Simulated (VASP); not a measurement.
# Cu in VASP: notebook

Runs on Cu. Level: PBE. Tasks: single point.

Program: VASP 6.6.1. These are calculated values, not measurements. Logs are shortened: lines on timing, memory, paths and dates and some standing lists are left out, and cuts for length are marked.

### Step 1. The cell of the first run

It takes space group I4/mmm (No. 139, tetragonal). Conventional cell: a = 2.886 Å, b = 2.886 Å, c = 2.752 Å, α = 90.00°, β = 90.00°, γ = 90.00°. Within 3.2 Å of Cu (site symmetry 4/mmm) lie 14 Cu at 2.46 to 2.89 Å.

### Step 2. Single point, PBE

File INCAR:

```
PREC = Accurate ; ENCUT = 520
EDIFF = 1E-7 ; ISMEAR = 0
SIGMA = 0.1 ; LREAL = F
LASPH = T ; NELM = 60
ALGO = Fast ; ISIF = 2
LWAVE = F ; LCHARG = T
GGA = PE ; LELF = T
LVHAR = T ; NBANDS = 12
```

File KPOINTS:

```
Automatic mesh
0
Gamma
  14 14 14
  0.5 0.5 0.5
```

File POSCAR:

```
Cu
1.0
   -1.4427933200      1.4427933200      1.3760814500
    1.4427933200     -1.4427933200      1.3760814500
    1.4427933200      1.4427933200     -1.3760814500
Cu
1
Direct
    0.0000000000      0.0000000000      0.0000000000
```

Potentials or basis: VASP PAW PBE potentials, release 64 (Cu).

Run with:

```console
> cat potpaw_PBE.64/Cu/POTCAR > POTCAR
> mpirun -np 1 vasp_std > vasp.out
```

OUTCAR:

```text
PREC = Accurate
   ENCUT = 520
   EDIFF = 1E-7
   ISMEAR = 0
   LREAL = F
   LASPH = T
   NELM = 60
   ISIF = 2
   GGA = PE

 ion  position               nearest neighbor table
   1  0.000  0.000  0.000-

  LATTYP: Found a body centered tetragonal cell.
 ALAT       =     2.8855866400
 C/A-ratio  =     0.9537620052

  Lattice vectors:

 A1 = (  -1.4427933200,   1.4427933200,   1.3760814500)
 A2 = (   1.4427933200,  -1.4427933200,   1.3760814500)
 A3 = (   1.4427933200,   1.4427933200,  -1.3760814500)

Analysis of symmetry for initial positions (statically):
=====================================================================
 Subroutine PRICEL returns:
 Original cell was already a primitive cell.

 Routine SETGRP: Setting up the symmetry group for a
 body centered tetragonal supercell.

 Subroutine GETGRP returns: Found 16 space group operations
 (whereof 16 operations were pure point group operations)
 out of a pool of 16 trial point group operations.

The static configuration has the point symmetry D_4h.

Analysis of symmetry for dynamics (positions and initial velocities):
=====================================================================
 Subroutine PRICEL returns:
 Original cell was already a primitive cell.

 Routine SETGRP: Setting up the symmetry group for a
 body centered tetragonal supercell.

 Subroutine GETGRP returns: Found 16 space group operations
 (whereof 16 operations were pure point group operations)
 out of a pool of 16 trial point group operations.

The dynamic configuration has the point symmetry D_4h.

 Subroutine INISYM returns: Found 16 space group operations
 (whereof 16 operations are pure point group operations),
 and found     1 'primitive' translations

----------------------------------------------------------------------------------------

                                     Primitive cell

  volume of cell :      11.4581

  direct lattice vectors                    reciprocal lattice vectors
    -1.442793320  1.442793320  1.376081450     0.000000000  0.346549983  0.363350585
     1.442793320 -1.442793320  1.376081450     0.346549983  0.000000000  0.363350585
     1.442793320  1.442793320 -1.376081450     0.346549983  0.346549983  0.000000000

  length of vectors
     2.461078074  2.461078074  2.461078074     0.502116060  0.502116060  0.490095685

  position of ions in fractional coordinates (direct lattice)
     0.000000000  0.000000000  0.000000000

  ion indices of the primitive-cell ions
   primitive index   ion index
                 1           1

----------------------------------------------------------------------------------------

 KPOINTS: Automatic mesh

Automatic generation of k-mesh.
 Grid dimensions read from file:
 generate k-points for:   14   14   14

 Generating k-lattice:

  Cartesian coordinates                     Fractional coordinates (reciprocal lattice)
     0.000000000  0.024753570  0.025953613     0.071428571 -0.000000000  0.000000000
     0.024753570  0.000000000  0.025953613    -0.000000000  0.071428571  0.000000000
     0.024753570  0.024753570  0.000000000     0.000000000  0.000000000  0.071428571

  Length of vectors
     0.035865433  0.035865433  0.035006835

  Shift w.r.t. Gamma in fractional coordinates (k-lattice)
     0.500000000  0.500000000  0.500000000

 Subroutine IBZKPT returns following result:
 ===========================================

 Found    240 irreducible k-points:

 Following reciprocal coordinates:
            Coordinates               Weight
  0.035714  0.035714  0.035714      8.000000
  0.107143  0.035714  0.035714     16.000000
  0.178571  0.035714  0.035714     16.000000
  0.250000  0.035714  0.035714     16.000000
  0.321429  0.035714  0.035714     16.000000
  0.392857  0.035714  0.035714     16.000000
[... 16 lines left out ...]
  0.250000  0.178571  0.035714     16.000000
  0.321429  0.178571  0.035714     16.000000
 [... further k-points ...]
   k-points           NKPTS =    240   k-points in BZ     NKDIM =    240   number of bands    NBANDS=     12
   number of dos      NEDOS =    301   number of ions     NIONS =      1
   total plane-waves  NPLWV =   5832
   dimension x,y,z NGX =    18 NGY =   18 NGZ =   18
   dimension x,y,z NGXF=    36 NGYF=   36 NGZF=   36
   ions per type =               1
   NGX,Y,Z   is equivalent  to a cutoff of  12.16, 12.16, 12.16 a.u.
   NGXF,Y,Z  is equivalent  to a cutoff of  24.32, 24.32, 24.32 a.u.
 SYSTEM =  unknown system
   PREC   = accura    normal or accurate (medium, high low for compatibility)
   ISTART =      0    job   : 0-new  1-cont  2-samecut
   ICHARG =      2    charge: 1-file 2-atom 10-const
   ISPIN  =      1    spin polarized calculation?
   LNONCOLLINEAR =      F non collinear calculations
   LSORBIT =      F    spin-orbit coupling
   LASPH  =      T    aspherical Exc in radial PAW
   ENCUT  =  520.0 eV  38.22 Ry    6.18 a.u.   4.58  4.58  4.58*2*pi/ulx,y,z
   NELM   =     60;   NELMIN=  2; NELMDL= -5     # of ELM steps
   EDIFF  = 0.1E-06   stopping-criterion for ELM
   LREAL  =      F    real-space projection
   EDIFFG = 0.1E-05   stopping-criterion for IOM
   NSW    =      0    number of steps for IOM
   IBRION =     -1    ionic relax: 0-MD 1-quasi-New 2-CG
   NFREE  =      0    steps in history (QN), initial steepest desc. (CG)
   ISIF   =      2    stress and relaxation
   ISYM   =      2    0-nonsym 1-usesym 2-fastsym
   POTIM  = 0.5000    time-step for ionic-motion
   TEBEG  =    0.0;   TEEND  =   0.0 temperature during run
   PSTRESS=    0.0 pullay stress
   NELECT =      11.0000    total number of electrons
   NUPDOWN=      -1.0000    fix difference up-down
   EMIN   =  10.00;   EMAX   =-10.00  energy-range for DOS
   EFERMI =   0.00;   METHOD = LEGACY
   ISMEAR =     0;   SIGMA  =   0.10  broadening in eV -4-tet -1-fermi 0-gaus
   EFERMI_NEDOS =   21; number of points for ismear=-14 and -15
   IALGO  =     68    algorithm
   IMIX   =      4    mixing-type and parameters
     AMIX     =   0.40;   BMIX     =  1.00
     AMIX_MAG =   1.60;   BMIX_MAG =  1.00
  volume/ion in A,a.u.               =      11.46        77.32
  Fermi-wavevector in a.u.,A,eV,Ry     =   1.614984  3.051878 35.486359  2.608174
  Thomas-Fermi vector in A             =   2.709805
   LORBIT       =      0    0 simple, 1 ext, 2 COOP (PROOUT), +10 PAW based schemes
   GGA     = PE    functional components
   LHFCALC =     F    Hartree Fock is set to
   AEXX    =    0.0000 exact exchange contribution
   IVDW    =     0    specifies the selected vdW correction
   LEPSILON=     F    determine dielectric tensor
   LRPA    =     F    only Hartree local field effects (RPA)
 non-spin polarized calculation
 RMM-DIIS sequential band-by-band and
 Gauss-broadening in eV      SIGMA  =   0.10
  energy-cutoff  :      520.00
  volume of cell :       11.46
 maximum number of plane-waves:       323
   NGX =  9   NGY =  9   NGZ =  9

 number of electron      10.9999998 magnetization

 Free energy of the ion-electron system (eV)
  ---------------------------------------------------
  ext. energy  EPLUGINS =         0.00000000
  ---------------------------------------------------
  free energy    TOTEN  =        -3.68565506 eV

  energy without entropy =       -3.68496532  energy(sigma->0) =       -3.68531019

 E-fermi :   7.9603     XC(G=0): -12.9025

 val. band max:        7.9112009031   @ k =   0.4643   0.0357   0.0357
 cond. band min:       8.0019759778   @ k =  -0.4643   0.4643   0.1071
 fundamental gap:      0.0907750747
 Fermi energy:         7.9603179527

 k-point     1 :       0.0357    0.0357    0.0357
  band No.  band energies     occupation
      1      -1.3101      2.00000
      2       4.6510      2.00000
      3       4.8068      2.00000
      4       4.9453      2.00000
      5       5.7044      2.00000
      6       5.8953      2.00000
      7      30.5304      0.00000
      8      31.5606      0.00000
      9      33.4184      0.00000
     10      33.6221      0.00000
     11      36.1185      0.00000
     12      36.7012      0.00000

 k-point     2 :       0.1071    0.0357    0.0357
  band No.  band energies     occupation
      1      -0.7127      2.00000
      2       4.5719      2.00000
      3       4.7527      2.00000
      4       5.1554      2.00000
      5       5.7171      2.00000
      6       5.8429      2.00000
      7      27.9113      0.00000
      8      29.0675      0.00000
      9      30.9950      0.00000
     10      33.0967      0.00000
     11      35.6393      0.00000
     12      36.6703      0.00000

 k-point     3 :       0.1786    0.0357    0.0357
  band No.  band energies     occupation
      1       0.2305      2.00000
      2       4.4189      2.00000
      3       4.6834      2.00000
      4       5.4986      2.00000
      5       5.7283      2.00000
      6       5.8384      2.00000
      7      24.0960      0.00000
      8      27.4900      0.00000
      9      28.9339      0.00000
     10      32.2298      0.00000
     11      34.6921      0.00000
     12      37.6128      0.00000
[... 286 lines left out ...]
 k-point    23 :       0.2500    0.1786    0.0357
  band No.  band energies     occupation
      1       2.9888      2.00000
      2       4.1111      2.00000
      3       4.4495      2.00000
      4       5.7384      2.00000
      5       6.0794      2.00000
      6       7.5295      2.00000
      7      17.5149      0.00000
      8      19.8420      0.00000
      9      24.2483      0.00000
     10      34.1015      0.00000
     11      37.4212      0.00000
     12      39.8628      0.00000

 k-point    24 :       0.3214    0.1786    0.0357
  band No.  band energies     occupation
      1       3.2772      2.00000
      2       4.0128      2.00000
      3       4.8271      2.00000
      4       5.7926      2.00000
      5       6.1113      2.00000
      6       8.9307      0.00000
      7      14.5709      0.00000
      8      19.0928      0.00000
      9      23.7706      0.00000
     10      33.8367      0.00000
     11      38.5201      0.00000
     12      39.8813      0.00000

 [... further k-points ...]

------------------------ aborting loop because EDIFF is reached ----------------------------------------

  FORCE on cell =-STRESS in cart. coord.  units (eV):
  Direction    XX          YY          ZZ          XY          YZ          ZX
  --------------------------------------------------------------------------------------
  -------------------------------------------------------------------------------------
  Total        0.5743263      0.5743263      0.5968499      0.0000000      0.0000000     -0.0000000
  in kB       80.3076518     80.3076518     83.4571121      0.0000000      0.0000000     -0.0000000
  external PRESSURE =      81.3574719 kB  Pullay stress =       0.0000000 kB

 VOLUME and BASIS-vectors are now :
 -----------------------------------------------------------------------------
  energy-cutoff  :      520.00
  volume of cell :       11.46
      direct lattice vectors                 reciprocal lattice vectors
    -1.442793320  1.442793320  1.376081450     0.000000000  0.346549983  0.363350585
     1.442793320 -1.442793320  1.376081450     0.346549983  0.000000000  0.363350585
     1.442793320  1.442793320 -1.376081450     0.346549983  0.346549983  0.000000000

 POSITION                                       TOTAL-FORCE (eV/Angst)
 -----------------------------------------------------------------------------------
      0.00000      0.00000      0.00000         0.000000      0.000000     -0.000000
 -----------------------------------------------------------------------------------
    total drift:                                0.000000      0.000000     -0.000000

  FREE ENERGIE OF THE ION-ELECTRON SYSTEM (eV)
  ---------------------------------------------------
  free  energy   TOTEN  =        -3.6856550569 eV

  energy  without entropy=       -3.6849653233  energy(sigma->0) =       -3.68531019
```

Run time: 26 s. Hardware: 1 thread of Intel Xeon 6975P-C (Granite Rapids), shared host; peak memory 0.14 GiB.

What came out:

| Quantity | Value |
| --- | --- |
| Free energy | -3.6857 eV |
| Pressure | 8.1 GPa |

Stress tensor (GPa, compression positive):
```
8.03 0.00 0.00
0.00 8.03 0.00
0.00 0.00 8.35
```

Levels at points of the mesh, in eV from the Fermi level:
```
           k point  band 2  band 3  band 4  band 5  band 6  band 7  band 8  band 9  band 10  band 11
(0.04, 0.04, 0.04)   -3.31   -3.15   -3.02   -2.26   -2.07   22.57   23.60   25.46    25.66    28.16
```

### Step 3. Single point, PBE

File INCAR:

```
PREC = Accurate ; ENCUT = 520
EDIFF = 1E-6 ; ISMEAR = 0
SIGMA = 0.1 ; LREAL = False
LASPH = True ; NELM = 100
ALGO = Fast ; ISIF = 2
LWAVE = False ; LCHARG = False
GGA = PE ; NBANDS = 12
```

File KPOINTS:

```
Automatic mesh
0
Gamma
  8 8 8
```

File POSCAR:

```
Cu
1.0
   -1.4471553690      1.4337440392      1.3601266570
    1.4472463215     -1.4399025159      1.3666790560
    1.4638359032      1.4565830501     -1.3665836942
Cu
1
Direct
   -0.0017728543     -0.0219278576      0.0249258529
```

Potentials or basis: VASP PAW PBE potentials, release 64 (Cu).

Run with:

```console
> cat potpaw_PBE.64/Cu/POTCAR > POTCAR
> mpirun -np 1 vasp_std > vasp.out
```

Run time: 25 s. Hardware: 1 thread of Intel Xeon 6975P-C (Granite Rapids), shared host; peak memory 0.14 GiB.

The run converged. Its results:

```
Free energy : -3.6422 eV
Pressure    : 8.1 GPa
```

Stress tensor (GPa, compression positive):
```
 8.75 -1.05  0.02
-1.05  7.17  0.09
 0.02  0.09  8.35
```

Levels at points of the mesh, in eV from the Fermi level:
| k point | band 3 | band 4 | band 5 | band 6 | band 7 | band 8 | band 9 | band 10 |
| --- | --- | --- | --- | --- | --- | --- | --- | --- |
| (0.00, 0.00, 0.00) | -3.24 | -3.15 | -2.39 | -2.13 | 24.30 | 24.83 | 26.27 | 28.47 |
| (0.50, 0.00, 0.00) | -2.27 | -2.01 | -1.47 | -0.51 | 4.75 | 16.85 | 17.27 | 21.03 |
| (0.00, 0.50, 0.00) | -2.30 | -2.01 | -1.48 | -0.60 | 4.63 | 17.00 | 17.60 | 21.22 |
| (0.50, 0.50, 0.00) | -2.48 | -2.23 | -1.49 | -0.98 | 4.10 | 18.68 | 19.02 | 22.60 |
| (0.00, 0.00, 0.50) | -2.46 | -2.18 | -1.52 | -1.14 | 3.85 | 18.84 | 19.28 | 22.78 |
| (0.50, 0.00, 0.50) | -2.30 | -2.01 | -1.48 | -0.60 | 4.63 | 17.16 | 17.44 | 21.24 |
| (0.00, 0.50, 0.50) | -2.25 | -2.00 | -1.48 | -0.58 | 4.65 | 16.93 | 17.37 | 21.11 |
| (0.50, 0.50, 0.50) | -1.70 | -1.65 | -1.61 | 7.34 | 7.61 | 9.89 | 13.09 | 13.85 |

Caveat: the k points lie up to 0.40 Å⁻¹ apart.

### Step 4. Single point, PBE

File INCAR:

```
ALGO = Normal
EDIFF = 1E-6
ENCUT = 520
GGA = PE
ISIF = 2
ISMEAR = 0
LASPH = True
LCHARG = False
LREAL = False
LWAVE = False
NBANDS = 12
NELM = 60
PREC = Accurate
SIGMA = 0.1
```

File KPOINTS:

```
k-points
0
Gamma
  16 16 16
```

File POSCAR:

```
Cu
1.0
   -1.4427933200      1.4427933200      1.3760814500
    1.4427933200     -1.4427933200      1.3760814500
    1.4427933200      1.4427933200     -1.3760814500
Cu
1
Direct
    0.0000000000      0.0000000000      0.0000000000
```

Run with:

```console
> cat potpaw_PBE.64/Cu/POTCAR > POTCAR
> mpirun -np 1 vasp_std > vasp.out
```

Run time: 28 s. Hardware: 1 thread of Intel Xeon 6975P-C (Granite Rapids), shared host; peak memory 0.15 GiB.

Results (log left out):

| Property | Result |
| --- | --- |
| Free energy | -3.6745 eV |
| Pressure | 7.8 GPa |

Stress tensor (GPa, compression positive):
```
7.80 0.00 0.00
0.00 7.80 0.00
0.00 0.00 7.88
```

Levels at points of the mesh, in eV from the Fermi level:
```tsv
k point	band 3	band 4	band 5	band 6	band 7	band 8	band 9	band 10
(0.00, 0.00, 0.00)	-3.15	-3.15	-2.28	-2.08	24.85	24.85	26.10	28.92
(0.50, 0.00, 0.00)	-2.20	-1.97	-1.40	-0.55	4.68	17.34	17.47	21.35
(0.50, 0.50, 0.00)	-2.35	-2.11	-1.42	-0.92	4.16	18.59	18.89	22.51
(0.50, 0.50, 0.50)	-1.60	-1.60	-1.55	7.72	7.72	9.57	13.33	13.97
```

### Step 5. Single point, PBE

File INCAR:

```
SYSTEM = Cu
PREC = Accurate
ENCUT = 520
EDIFF = 1E-7
ISMEAR = 0
SIGMA = 0.1
LREAL = .False.
LASPH = .True.
NELM = 60
ALGO = Fast
ISIF = 2
LWAVE = .False.
LCHARG = .True.
GGA = PE
LELF = .True.
LVHAR = .True.
NBANDS = 12
```

File KPOINTS:

```
Automatic mesh
0
Gamma
  16 16 16
  0.5 0.5 0.5
```

POSCAR is that of step 4.

Run with:

```console
> cat potpaw_PBE.64/Cu/POTCAR > POTCAR
> mpirun -np 1 vasp_std > vasp.out
```

Run time: 36 s. Hardware: 1 thread of Intel Xeon 6975P-C (Granite Rapids), shared host; peak memory 0.15 GiB.

Results (log left out):

```
Free energy : -3.6830 eV
Pressure    : 8.1 GPa
```

Stress tensor (GPa, compression positive):
```
8.06 0.00 0.00
0.00 8.06 0.00
0.00 0.00 8.30
```

Levels at points of the mesh, in eV from the Fermi level:
| k point | band 2 | band 3 | band 4 | band 5 | band 6 | band 7 | band 8 | band 9 | band 10 | band 11 |
| --- | --- | --- | --- | --- | --- | --- | --- | --- | --- | --- |
| (0.03, 0.03, 0.03) | -3.32 | -3.15 | -3.05 | -2.26 | -2.07 | 22.99 | 24.00 | 25.42 | 26.17 | 28.11 |

### Step 6. Overview

| cell | k mesh | gap on the mesh (eV) | pressure (GPa) |
| --- | --- | --- | --- |
| a = 2.461 Å, angles 108.2, 108.2, 112.0°, 1 atom | 14 × 14 × 14, shifted | none | 8.1 |
| a = 2.449, b = 2.457, c = 2.476 Å, angles 107.7, 108.1, 112.5°, 1 atom | 8 × 8 × 8 | none | 8.1 |
| a = 2.461 Å, angles 108.2, 108.2, 112.0°, 1 atom | 16 × 16 × 16 | none | 7.8 |
| a = 2.461 Å, angles 108.2, 108.2, 112.0°, 1 atom | 16 × 16 × 16, shifted | none | 8.1 |

Alike in all rows: task single point; level PBE; potentials or basis VASP PAW PBE potentials, release 64 (Cu); no spin polarisation; cutoff (eV) 520; smearing gaussian 0.1 eV.

Caveats: some runs use coarse meshes.

Absolute energies hang on the potentials; compare differences alone.
